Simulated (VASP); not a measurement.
Here is a VASP 6.6.1 calculation.

POSCAR

```
CsPbCl3
1.0
    5.6186544532      0.0000000000      0.0000000000
    0.0000000000      5.6186544532      0.0000000000
    0.0000000000      0.0000000000      5.6186544532
Cs Pb Cl
1 1 3
Direct
    0.5000000000      0.5000000000      0.5000000000
    0.0000000000      0.0000000000      0.0000000000
    0.5000000000      0.0000000000      0.0000000000
    0.0000000000      0.5000000000      0.0000000000
    0.0000000000      0.0000000000      0.5000000000
```

Contents of INCAR.step1:

```
  ALGO = Normal
  EDIFF = 1E-4
  ENCUT = 520
  GGA = PE
  ISMEAR = 0
  LASPH = True
  LCHARG = False
  LREAL = False
  LWAVE = True
  NBANDS = 30
  NELM = 100
  PREC = Accurate
  SIGMA = 0.01
```

INCAR.step2

```
  ALGO = Normal
  EDIFF = 1E-6
  ENCUT = 520
  ISIF = 2
  ISMEAR = 0
  ISTART = 1
  LASPH = True
  LCHARG = False
  LMIXTAU = True
  LREAL = False
  LWAVE = False
  METAGGA = R2SCAN
  NBANDS = 30
  NELM = 100
  PREC = Accurate
  SIGMA = 0.01
```

KPOINTS

```
k-points
0
Gamma
  6 6 6
```

Potentials or basis: VASP PAW PBE potentials, release 64 (Cs_sv, Pb_d, Cl).

The run is started by

```console
$ cat potpaw_PBE.64/Cs_sv/POTCAR potpaw_PBE.64/Pb_d/POTCAR potpaw_PBE.64/Cl/POTCAR > POTCAR
$ cp INCAR.step1 INCAR
$ mpirun -np 1 vasp_std > vasp.out
$ cp INCAR.step2 INCAR
$ mpirun -np 1 vasp_std > vasp.out
```

(1) Estimate the pressure.

(2) Estimate the band gap on the k mesh.

Answers

(1) 0.7 GPa.

(2) 2.34 eV, direct.

Caveat: the PAW data sets were made with another functional, which shifts forces and pressure a little; spin-orbit coupling is left out, which moves the levels of the heavy elements.
